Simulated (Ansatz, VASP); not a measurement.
**Two plane-wave programs on TiB2**

Contents of INCAR:

```
  PREC = Accurate
  ENCUT = 600
  EDIFF = 1E-7
  ISMEAR = -1
  SIGMA = 0.05
  LREAL = False
  LASPH = True
  NELM = 60
  ALGO = Normal
  ISIF = 3
  LWAVE = False
  LCHARG = False
  GGA = PS
  IBRION = 2
  NSW = 100
  EDIFFG = -0.002
```

Contents of KPOINTS:

```
regular mesh
0
Gamma
  12 12 10
```

Contents of POSCAR:

```
TiB2
1.0
    3.0292000000      0.0000000000      0.0000000000
   -1.5146000000      2.6233641531      0.0000000000
    0.0000000000      0.0000000000      3.2284000000
Ti B
1 2
Direct
    0.0000000000      0.0000000000      0.0000000000
    0.3333333333      0.6666666667      0.5000000000
    0.6666666667      0.3333333333      0.5000000000
```

Input for Ansatz:

```yaml
crystal:
  lattice:
    - [3.02919999998, 0.0, 0.0]
    - [-1.51459999999, 2.62336415313, 0.0]
    - [0.0, 0.0, 3.2284]
  atoms:
    - { symbol: Ti, position: [0.0, 0.0, 0.0] }
    - { symbol: B, position: [0.333333333333, 0.666666666667, 0.5] }
    - { symbol: B, position: [0.666666666667, 0.333333333333, 0.5] }
kpoints:
  mp_grid: { grid: [12, 12, 10] }
scf:
  occupations: { method: fermi_dirac, width: 0.05 }
hamiltonian:
  xc: pbesol
  pseudopotentials: { kind: paw }
relax:
  f_tol: 0.002
  max_steps: 80
  cell: {}
output:
  forces: true
  stress: true
```

Alike in both runs: task relaxation of cell and atoms; functional PBEsol; k mesh 12 × 12 × 10; occupations fermi-dirac, width 0.05 eV; no spin polarisation.

```csv
,VASP,Ansatz
version,VASP 6.6.1,Ansatz 0.2.0
potentials or method,"VASP PAW PBE potentials, release 64 (Ti_sv, B)","PAW with Ansatz's default frozen-core files, scalar-relativistic"
plane-wave cutoff (eV),600,420
valence electrons in the cell,18,18
```

|  | VASP | Ansatz | Ansatz less VASP |
| --- | --- | --- | --- |
| relaxed volume (Å³/atom) | 8.38 | 8.37 | -0.009 |
| relaxed length of the cell vector where the two differ most in proportion (Å) | 3.019 | 3.017 | -0.0013 |

VASP's potentials were made for PBE, not for PBEsol.
